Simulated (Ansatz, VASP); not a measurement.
**Two plane-wave programs on TiC**

```
CELL_PARAMETERS angstrom
0.00000 2.16400 2.16400
2.16400 0.00000 2.16400
2.16400 2.16400 0.00000
ATOMIC_POSITIONS crystal
Ti 0.00000 0.00000 0.00000
C 0.55110 0.51028 0.47941
```

Change from the starting cell: one atom moved.

Alike in both runs: task single point; functional PBE; k mesh 14 × 14 × 14; occupations gaussian, width 0.1 eV; no spin polarisation.

```csv
,VASP,Ansatz
version,VASP 6.6.1,Ansatz 0.2.0
potentials or method,"VASP PAW PBE potentials, release 64 (Ti_sv, C), cutoff 520 eV","scalar-relativistic, plane waves, PAW"
valence electrons in the cell,16,16
```

|  | VASP | Ansatz | Ansatz less VASP |
| --- | --- | --- | --- |
| gap on the k mesh at the Fermi level (eV) | none | none | - |
| pressure (GPa) | 3.7 | 3.5 | -0.19 |
| traceless stress, the component that is largest in VASP (GPa) | 2.89 | 2.86 | -0.035 |
| rms of the force components (eV/Å) | 0.760 | 0.756 | -0.0040 |

Atom by atom the forces differ by 0.004 eV/Å (rms over components). A gap of «none» marks a metal or a gap that the smearing closes. The functional is the same, so the differences come from potentials, cutoffs and numerics.
